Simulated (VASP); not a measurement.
# Li (P6_3/mmc) in VASP: a series of runs

Runs on Li. Level: PBE. Tasks: single point, relaxation of shape and atoms at fixed volume.

Everything below comes from runs of VASP 6.6.1. Logs are shortened: lines on timing, memory, paths and dates and some standing lists are left out, and cuts for length are marked.

**1. The cell of the first run**

The structure is hexagonal, space group P6_3/mmc (No. 194). The conventional cell has a = 3.059 Å, b = 3.059 Å, c = 5.000 Å, α = 90.00°, β = 90.00°, γ = 120.00°. Within 4.0 Å of Li (site symmetry -6m2) lie 12 Li at 3.06 Å.

**2. Single point, PBE**

The input, INCAR:

```
ALGO = Normal ; EDIFF = 1E-6
ENCUT = 520 ; GGA = PE
ISIF = 2 ; ISMEAR = -1
LASPH = T ; LCHARG = F
LREAL = F ; LWAVE = F
NBANDS = 10 ; NELM = 100
PREC = Accurate ; SIGMA = 0.1
```

The input, KPOINTS:

```
k-points
0
Gamma
  14 14 8
```

The input, POSCAR:

```
Li
1.0
    3.0585006503      0.0000000000      0.0000000000
   -1.5292503251      2.6487392606      0.0000000000
    0.0000000000      0.0000000000      4.9997366955
Li
2
Direct
    0.3333333333      0.6666666667      0.2500000000
    0.6666666667      0.3333333333      0.7500000000
```

Potentials or basis: VASP PAW PBE potentials, release 64 (Li_sv).

Command:

```
$ cat potpaw_PBE.64/Li_sv/POTCAR > POTCAR
$ mpirun -np 1 vasp_std > vasp.out
```

OUTCAR:

```text
EDIFF = 1E-6
   ENCUT = 520
   GGA = PE
   ISIF = 2
   ISMEAR = -1
   LASPH = T
   LREAL = F
   NELM = 100
   PREC = Accurate

 ion  position               nearest neighbor table
   1  0.333  0.667  0.250-
   2  0.667  0.333  0.750-

  LATTYP: Found a hexagonal cell.
 ALAT       =     3.0585006503
 C/A-ratio  =     1.6347018579

  Lattice vectors:

 A1 = (   3.0585006503,   0.0000000000,   0.0000000000)
 A2 = (  -1.5292503251,   2.6487392606,   0.0000000000)
 A3 = (   0.0000000000,   0.0000000000,   4.9997366955)

Analysis of symmetry for initial positions (statically):
=====================================================================
 Subroutine PRICEL returns:
 Original cell was already a primitive cell.

 Routine SETGRP: Setting up the symmetry group for a
 hexagonal supercell.

 Subroutine GETGRP returns: Found 24 space group operations
 (whereof 12 operations were pure point group operations)
 out of a pool of 24 trial point group operations.

The static configuration has the point symmetry D_3d.
 The point group associated with its full space group is D_6h.

Analysis of symmetry for dynamics (positions and initial velocities):
=====================================================================
 Subroutine PRICEL returns:
 Original cell was already a primitive cell.

 Routine SETGRP: Setting up the symmetry group for a
 hexagonal supercell.

 Subroutine GETGRP returns: Found 24 space group operations
 (whereof 12 operations were pure point group operations)
 out of a pool of 24 trial point group operations.

The dynamic configuration has the point symmetry D_3d.
 The point group associated with its full space group is D_6h.

 Subroutine INISYM returns: Found 24 space group operations
 (whereof 12 operations are pure point group operations),
 and found     1 'primitive' translations

----------------------------------------------------------------------------------------

                                     Primitive cell

  volume of cell :      40.5037

  direct lattice vectors                    reciprocal lattice vectors
     3.058500650  0.000000000  0.000000000     0.326957589  0.188769052  0.000000000
    -1.529250325  2.648739261  0.000000000     0.000000000  0.377538105  0.000000000
     0.000000000  0.000000000  4.999736696     0.000000000  0.000000000  0.200010533

  length of vectors
[... 80 lines left out ...]
   ENCUT  =  520.0 eV  38.22 Ry    6.18 a.u.   5.69  5.69  9.30*2*pi/ulx,y,z
   NELM   =    100;   NELMIN=  2; NELMDL= -5     # of ELM steps
   EDIFF  = 0.1E-05   stopping-criterion for ELM
   LREAL  =      F    real-space projection
   EDIFFG = 0.1E-04   stopping-criterion for IOM
   NSW    =      0    number of steps for IOM
   IBRION =     -1    ionic relax: 0-MD 1-quasi-New 2-CG
   NFREE  =      0    steps in history (QN), initial steepest desc. (CG)
   ISIF   =      2    stress and relaxation
   ISYM   =      2    0-nonsym 1-usesym 2-fastsym
   POTIM  = 0.5000    time-step for ionic-motion
   TEBEG  =    0.0;   TEEND  =   0.0 temperature during run
   PSTRESS=    0.0 pullay stress
   NELECT =       6.0000    total number of electrons
   NUPDOWN=      -1.0000    fix difference up-down
   EMIN   =  10.00;   EMAX   =-10.00  energy-range for DOS
   EFERMI =   0.00;   METHOD = LEGACY
   ISMEAR =    -1;   SIGMA  =   0.10  broadening in eV -4-tet -1-fermi 0-gaus
   EFERMI_NEDOS =   21; number of points for ismear=-14 and -15
   IALGO  =     38    algorithm
   IMIX   =      4    mixing-type and parameters
     AMIX     =   0.40;   BMIX     =  1.00
     AMIX_MAG =   1.60;   BMIX_MAG =  1.00
  volume/ion in A,a.u.               =      20.25       136.67
  Fermi-wavevector in a.u.,A,eV,Ry     =   0.866217  1.636914 10.208896  0.750333
  Thomas-Fermi vector in A             =   1.984574
   LORBIT       =      0    0 simple, 1 ext, 2 COOP (PROOUT), +10 PAW based schemes
   GGA     = PE    functional components
   LHFCALC =     F    Hartree Fock is set to
   AEXX    =    0.0000 exact exchange contribution
   IVDW    =     0    specifies the selected vdW correction
   LEPSILON=     F    determine dielectric tensor
   LRPA    =     F    only Hartree local field effects (RPA)
 non-spin polarized calculation
  energy-cutoff  :      520.00
  volume of cell :       40.50
 maximum number of plane-waves:      1108
 NGX is ok and might be reduce to    24
   NGX = 11   NGY = 11   NGZ = 19

 number of electron       6.0000000 magnetization

 Free energy of the ion-electron system (eV)
  ---------------------------------------------------
  ext. energy  EPLUGINS =         0.00000000
  ---------------------------------------------------
  free energy    TOTEN  =        -3.82929671 eV

  energy without entropy =       -3.79860540  energy(sigma->0) =       -3.81395106

 E-fermi :   0.6106     XC(G=0):  -7.0463

 val. band max:        0.6052688326   @ k =   0.0000   0.0000   0.0000
 cond. band min:       0.6227843219   @ k =   0.1429   0.0000   0.1250
 fundamental gap:      0.0175154893
 Fermi energy:         0.6105584712

 k-point     1 :       0.0000    0.0000    0.0000
  band No.  band energies     occupation
      1     -45.8994      2.00000
      2     -45.8815      2.00000
      3      -2.9343      2.00000
      4       0.6053      1.02644
      5       3.5452      0.00000
      6      13.1003      0.00000
      7      13.1003      0.00000
      8      14.4986      0.00000
      9      14.4986      0.00000
     10      15.0903      0.00000
[... 287 lines left out ...]
 k-point    24 :       0.3571    0.2857    0.0000
  band No.  band energies     occupation
      1     -45.8778      2.00000
      2     -45.8763      2.00000
      3       1.7010      0.00004
      4       2.5752      0.00000
      5       3.4373      0.00000
      6       6.5810      0.00000
      7       6.8864      0.00000
      8       7.2824      0.00000
      9       9.3905      0.00000
     10      11.0132      0.00000

 [... further k-points ...]
[... 5 lines left out ...]
  --------------------------------------------------------------------------------------
  -------------------------------------------------------------------------------------
  Total       -0.0176325     -0.0176325     -0.0157004     -0.0000000      0.0000000     -0.0000000
  in kB       -0.6974763     -0.6974763     -0.6210494     -0.0000000      0.0000000     -0.0000000
  external PRESSURE =      -0.6720006 kB  Pullay stress =       0.0000000 kB

 VOLUME and BASIS-vectors are now :
 -----------------------------------------------------------------------------
  energy-cutoff  :      520.00
  volume of cell :       40.50
      direct lattice vectors                 reciprocal lattice vectors
     3.058500650  0.000000000  0.000000000     0.326957589  0.188769052  0.000000000
    -1.529250325  2.648739261  0.000000000     0.000000000  0.377538105  0.000000000
     0.000000000  0.000000000  4.999736696     0.000000000  0.000000000  0.200010533

 POSITION                                       TOTAL-FORCE (eV/Angst)
 -----------------------------------------------------------------------------------
     -0.00000      1.76583      1.24993        -0.000000      0.000000      0.000000
      1.52925      0.88291      3.74980         0.000000     -0.000000      0.000000
 -----------------------------------------------------------------------------------
    total drift:                                0.000000     -0.000000      0.000000

  FREE ENERGIE OF THE ION-ELECTRON SYSTEM (eV)
  ---------------------------------------------------
  free  energy   TOTEN  =        -3.8292967145 eV

  energy  without entropy=       -3.7986053983  energy(sigma->0) =       -3.81395106
```

OSZICAR:

```text
N       E                     dE             d eps       ncg     rms          rms(c)
DAV:   1     0.164321654632E+02    0.16432E+02   -0.31931E+03  2408   0.571E+02
DAV:   2    -0.129145333459E+01   -0.17724E+02   -0.17182E+02  3112   0.106E+02
DAV:   3    -0.378975443796E+01   -0.24983E+01   -0.24810E+01  3926   0.310E+01
DAV:   4    -0.383227064824E+01   -0.42516E-01   -0.42450E-01  3182   0.446E+00
DAV:   5    -0.383271362653E+01   -0.44298E-03   -0.44296E-03  3236   0.422E-01    0.309E-01
DAV:   6    -0.383038065258E+01    0.23330E-02   -0.62626E-04  4206   0.112E-01    0.176E-01
DAV:   7    -0.382930600577E+01    0.10746E-02   -0.13260E-03  4506   0.164E-01    0.385E-02
DAV:   8    -0.382930707447E+01   -0.10687E-05   -0.18832E-05  2748   0.389E-02    0.190E-03
DAV:   9    -0.382929988740E+01    0.71871E-05   -0.98812E-07  3114   0.103E-02    0.579E-04
DAV:  10    -0.382929684120E+01    0.30462E-05   -0.57939E-08  1486   0.236E-03    0.140E-04
DAV:  11    -0.382929671449E+01    0.12671E-06   -0.15673E-08  1370   0.113E-03
   1 F= -.38292967E+01 E0= -.38139511E+01  d E =-.306913E-01
```

Wall time 11 s (1 thread of Intel Xeon 6975P-C (Granite Rapids), shared host); peak memory 0.17 GiB.

What came out:

| Quantity | Value |
| --- | --- |
| Free energy | -3.8293 eV |
| Band gap on the k mesh | zero (band 3 reaches 2.54 eV, above the bottom of band 4 at -1.82 eV) |

Caveat: the cutoff is under 1.25 times the usual one of these potentials, so pressure, stress and relaxed cells hold a basis-set (Pulay) error.

**3. Single point, PBE**

The input, INCAR:

```
SYSTEM = Li
  PREC = Accurate
  ENCUT = 520
  EDIFF = 1E-7
  ISMEAR = -1
  SIGMA = 0.1
  LREAL = .False.
  LASPH = .True.
  NELM = 80
  ALGO = Normal
  ISIF = 2
  LWAVE = .False.
  LCHARG = .False.
  GGA = PE
  NBANDS = 10
```

The input, KPOINTS:

```
regular mesh
0
Gamma
  14 14 8
  0 0 0
```

POSCAR is that of step 2.

Potentials or basis: VASP PAW PBE potentials, release 64 (Li_sv).

Command:

```
$ cat potpaw_PBE.64/Li_sv/POTCAR > POTCAR
$ mpirun -np 1 vasp_std > vasp.out
```

OUTCAR:

```text
SYSTEM = Li
   PREC = Accurate
   ENCUT = 520
   EDIFF = 1E-7
   ISMEAR = -1
   LREAL = .False.
   LASPH = .True.
   NELM = 80
   ISIF = 2
   GGA = PE

 ion  position               nearest neighbor table
   1  0.333  0.667  0.250-
   2  0.667  0.333  0.750-

  LATTYP: Found a hexagonal cell.
 ALAT       =     3.0585006503
 C/A-ratio  =     1.6347018579

  Lattice vectors:

 A1 = (   3.0585006503,   0.0000000000,   0.0000000000)
 A2 = (  -1.5292503251,   2.6487392606,   0.0000000000)
 A3 = (   0.0000000000,   0.0000000000,   4.9997366955)

Analysis of symmetry for initial positions (statically):
=====================================================================
 Subroutine PRICEL returns:
 Original cell was already a primitive cell.

 Routine SETGRP: Setting up the symmetry group for a
 hexagonal supercell.

 Subroutine GETGRP returns: Found 24 space group operations
 (whereof 12 operations were pure point group operations)
 out of a pool of 24 trial point group operations.

The static configuration has the point symmetry D_3d.
[... 161 lines left out ...]
  energy without entropy =       -3.79860547  energy(sigma->0) =       -3.81395112

 E-fermi :   0.6106     XC(G=0):  -7.0463

 val. band max:        0.6052684492   @ k =   0.0000   0.0000   0.0000
 cond. band min:       0.6227835033   @ k =   0.1429   0.0000   0.1250
 fundamental gap:      0.0175150541
 Fermi energy:         0.6105575581

 k-point     1 :       0.0000    0.0000    0.0000
  band No.  band energies     occupation
      1     -45.8993      2.00000
      2     -45.8814      2.00000
      3      -2.9343      2.00000
      4       0.6053      1.02644
      5       3.5452      0.00000
      6      13.1003      0.00000
      7      13.1003      0.00000
      8      14.4986      0.00000
      9      14.4986      0.00000
     10      15.0903      0.00000
[... 287 lines left out ...]
 k-point    24 :       0.3571    0.2857    0.0000
  band No.  band energies     occupation
      1     -45.8777      2.00000
      2     -45.8762      2.00000
      3       1.7010      0.00004
      4       2.5752      0.00000
      5       3.4373      0.00000
      6       6.5810      0.00000
      7       6.8864      0.00000
      8       7.2824      0.00000
      9       9.3905      0.00000
     10      11.0123      0.00000

 [... further k-points ...]
[... 5 lines left out ...]
  --------------------------------------------------------------------------------------
  -------------------------------------------------------------------------------------
  Total       -0.0174481     -0.0174481     -0.0155156     -0.0000000     -0.0000000      0.0000000
  in kB       -0.6901827     -0.6901827     -0.6137386     -0.0000000     -0.0000000      0.0000000
  external PRESSURE =      -0.6647013 kB  Pullay stress =       0.0000000 kB

 VOLUME and BASIS-vectors are now :
 -----------------------------------------------------------------------------
  energy-cutoff  :      520.00
  volume of cell :       40.50
      direct lattice vectors                 reciprocal lattice vectors
     3.058500650  0.000000000  0.000000000     0.326957589  0.188769052  0.000000000
    -1.529250325  2.648739261  0.000000000     0.000000000  0.377538105  0.000000000
     0.000000000  0.000000000  4.999736696     0.000000000  0.000000000  0.200010533

 POSITION                                       TOTAL-FORCE (eV/Angst)
 -----------------------------------------------------------------------------------
     -0.00000      1.76583      1.24993        -0.000000      0.000000      0.000000
      1.52925      0.88291      3.74980         0.000000     -0.000000      0.000000
 -----------------------------------------------------------------------------------
    total drift:                                0.000000     -0.000000      0.000000

  FREE ENERGIE OF THE ION-ELECTRON SYSTEM (eV)
  ---------------------------------------------------
  free  energy   TOTEN  =        -3.8292967660 eV

  energy  without entropy=       -3.7986054683  energy(sigma->0) =       -3.81395112
```

Wall time 14 s (1 thread of Intel Xeon 6975P-C (Granite Rapids), shared host); peak memory 0.16 GiB.

Results:

* Free energy: -3.8293 eV
* Band gap on the k mesh: zero (band 3 reaches 2.54 eV, above the bottom of band 4 at -1.82 eV)

Levels at points of the mesh, in eV from the Fermi level:
| k point | band 1 | band 2 | band 3 | band 4 | band 5 | band 6 |
| --- | --- | --- | --- | --- | --- | --- |
| (0.00, 0.00, 0.00) | -46.51 | -46.49 | -3.54 | -0.01 | 2.93 | 12.49 |
| (0.50, 0.00, 0.00) | -46.49 | -46.49 | -0.07 | 1.06 | 4.70 | 5.85 |
| (0.00, 0.00, 0.50) | -46.50 | -46.50 | -2.43 | -2.43 | 7.98 | 7.98 |
| (0.50, 0.00, 0.50) | -46.49 | -46.49 | 0.70 | 0.70 | 3.52 | 3.52 |

Caveat: the cutoff is under 1.25 times the usual one of these potentials, so pressure, stress and relaxed cells hold a basis-set (Pulay) error.

**4. Relaxation of shape and atoms at fixed volume, PBE**

This run uses another cell than the first one, of 8.71 Å³/atom, 0.430 times its volume.

The input, INCAR:

```
SYSTEM = Li
ALGO = Normal
EDIFF = 1E-6
EDIFFG = -0.005
ENCUT = 600
GGA = PE
IBRION = 2
ISIF = 4
ISMEAR = -1
LASPH = .TRUE.
LCHARG = .FALSE.
LREAL = .FALSE.
LWAVE = .FALSE.
NELM = 80
NSW = 50
PREC = Accurate
SIGMA = 0.1
```

The input, KPOINTS:

```
k-points
0
G
  14 14 8
  0 0 0
```

The input, POSCAR:

```
Li
1.0
    2.3085080626      0.0000000000      0.0000000000
   -1.1542540313      1.9992266271      0.0000000000
    0.0000000000      0.0000000000      3.7737224191
Li
2
Direct
    0.3333333333      0.6666666667      0.2500000000
    0.6666666667      0.3333333333      0.7500000000
```

Potentials or basis: VASP PAW PBE potentials, release 64 (Li_sv).

Command:

```
$ cat potpaw_PBE.64/Li_sv/POTCAR > POTCAR
$ mpirun -np 1 vasp_std > vasp.out
```

OUTCAR:

```text
SYSTEM = Li
   EDIFF = 1E-6
   EDIFFG = -0.005
   ENCUT = 600
   GGA = PE
   IBRION = 2
   ISIF = 4
   ISMEAR = -1
   LASPH = .TRUE.
   LREAL = .FALSE.
   NELM = 80
   NSW = 50
   PREC = Accurate

 ion  position               nearest neighbor table
   1  0.333  0.667  0.250-   2 2.31   2 2.31   2 2.31   2 2.31   2 2.31   2 2.31
   2  0.667  0.333  0.750-   1 2.31   1 2.31   1 2.31   1 2.31   1 2.31   1 2.31

  LATTYP: Found a hexagonal cell.
 ALAT       =     2.3085080626
 C/A-ratio  =     1.6347018580

  Lattice vectors:

 A1 = (   2.3085080626,   0.0000000000,   0.0000000000)
 A2 = (  -1.1542540313,   1.9992266271,   0.0000000000)
 A3 = (   0.0000000000,   0.0000000000,   3.7737224191)

Analysis of symmetry for initial positions (statically):
=====================================================================
 Subroutine PRICEL returns:
 Original cell was already a primitive cell.

[... 250 lines left out ...]

  energy without entropy =       -1.96085730  energy(sigma->0) =       -1.97269218

 E-fermi :   4.0729     XC(G=0):  -9.4579

 val. band max:        4.0256188906   @ k =   0.2857   0.1429   0.5000
 cond. band min:       4.1308605491   @ k =   0.4286   0.1429   0.0000
 fundamental gap:      0.1052416585
 Fermi energy:         4.0729003802

 k-point     1 :       0.0000    0.0000    0.0000
  band No.  band energies     occupation
      1     -41.6690      2.00000
      2     -41.3269      2.00000
      3       0.0517      2.00000
      4       3.4377      1.99652
      5      11.2515      0.00000
      6      26.2979      0.00000
      7      26.2980      0.00000
[... 221 lines left out ...]
 k-point    24 :       0.3571    0.2857    0.0000
  band No.  band energies     occupation
      1     -41.2588      2.00000
      2     -41.2332      2.00000
      3       5.4709      0.00000
      4       7.8379      0.00000
      5       8.9286      0.00000
      6      14.1829      0.00000
      7      14.8342      0.00000

 [... further k-points ...]
[... 5 lines left out ...]
  --------------------------------------------------------------------------------------
  -------------------------------------------------------------------------------------
  Total        5.1696162      5.1696162      5.1825830     -0.0000000     -0.0000000      0.0000000
  in kB      475.5602101    475.5602101    476.7530456     -0.0000000     -0.0000000      0.0000000
  external PRESSURE =     475.9578219 kB  Pullay stress =       0.0000000 kB
[... 17 lines left out ...]
  FREE ENERGIE OF THE ION-ELECTRON SYSTEM (eV)
  ---------------------------------------------------
  free  energy   TOTEN  =        -1.9845270508 eV

  energy  without entropy=       -1.9608573002  energy(sigma->0) =       -1.97269218

 reached required accuracy - stopping structural energy minimisation
```

OSZICAR:

```text
N       E                     dE             d eps       ncg     rms          rms(c)
DAV:   1     0.124746455241E+02    0.12475E+02   -0.37757E+03  1694   0.101E+03
DAV:   2    -0.108149685332E+01   -0.13556E+02   -0.12599E+02  2513   0.780E+01
DAV:   3    -0.187899623862E+01   -0.79750E+00   -0.77285E+00  2023   0.294E+01
[... 12 lines left out ...]
   2 F= -.19844990E+01 E0= -.19727003E+01  d E =-.109936E-04
       N       E                     dE             d eps       ncg     rms          rms(c)
DAV:   1    -0.198451156965E+01   -0.12755E-04   -0.56194E-03  1911   0.101E+00    0.495E-02
DAV:   2    -0.198451799656E+01   -0.64269E-05   -0.14828E-05  2373   0.461E-02    0.302E-02
DAV:   3    -0.198452726135E+01   -0.92648E-05   -0.26716E-06  2219   0.182E-02    0.572E-04
DAV:   4    -0.198452705077E+01    0.21058E-06   -0.13739E-08  1071   0.116E-03
   3 F= -.19845271E+01 E0= -.19726922E+01  d E =-.390663E-04
```

CONTCAR:

```text
Li
   1.00000000000000
     2.3063725291628971    0.0000000000000000    0.0000000000000000
    -1.1531862645814486    1.9973772009398338    0.0000000000000000
     0.0000000000000000    0.0000000000000000    3.7807140400862393
  Li
     2
Direct
     0.3333333332999970    0.6666666667000030    0.2500000000000000
     0.6666666667000030    0.3333333332999970    0.7500000000000000

  0.00000000E+00  0.00000000E+00  0.00000000E+00
  0.00000000E+00  0.00000000E+00  0.00000000E+00
```

Run time: 8.5 s. Hardware: 1 thread of Intel Xeon 6975P-C (Granite Rapids), shared host; peak memory 0.12 GiB.

What came out:

```
Free energy               : -1.9845 eV
Energy gained by relaxing : 0.0 meV/atom
Ionic steps               : 3
Pressure after relaxing   : 47.6 GPa
Band gap on the k mesh    : zero (band 3 reaches 6.97 eV, above the bottom of band 4 at 1.18 eV)
```

Final structure:
```cif
data_structure
_symmetry_space_group_name_H-M 'P 1'
_symmetry_Int_Tables_number 1
_cell_length_a 2.3064
_cell_length_b 2.3064
_cell_length_c 3.7807
_cell_angle_alpha 90.000
_cell_angle_beta 90.000
_cell_angle_gamma 120.000
_cell_volume 17.42
loop_
_atom_site_label
_atom_site_type_symbol
_atom_site_fract_x
_atom_site_fract_y
_atom_site_fract_z
_atom_site_occupancy
Li1 Li 0.33333 0.66667 0.25000 1
Li2 Li 0.66667 0.33333 0.75000 1
```

Caveat: the cutoff is under 1.25 times the usual one of these potentials, so pressure, stress and relaxed cells hold a basis-set (Pulay) error.

(Continued in part 2 of 2.)
